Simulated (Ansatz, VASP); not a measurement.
# Lu in VASP and in Ansatz

```
Lu
1.0
     3.51402    0.00000    0.00000
    -1.75701    3.04323    0.00000
     0.00000    0.00000    5.41694
Lu
2
Direct
  0.33333 0.66667 0.75000
  0.66667 0.33333 0.25000
```

Alike in both runs: functional PBE; k mesh 6 × 6 × 4; occupations gaussian, width 0.05 eV; no spin polarisation.

Ansatz relaxed the structure, and its values are those at the end. VASP's run is a single point on that final structure, the one shown.

|  | VASP | Ansatz |
| --- | --- | --- |
| version | VASP 6.6.1 | Ansatz 0.2.0 |
| potentials or method | VASP PAW PBE potentials, release 64 (Lu), cutoff 520 eV | scalar-relativistic, plane waves, PAW |
| valence electrons in the cell | 50 | 50 |

VASP gave:

```
gap on the k mesh at the Fermi level (eV) : none
pressure (GPa)                            : 0.6
```

Task: What did Ansatz give for the same quantities?

Result: gap on the k mesh at the Fermi level (eV): none; pressure (GPa): 0.2.

A gap of «none» marks a metal or a gap that the smearing closes.

Neither program's run includes spin-orbit coupling.
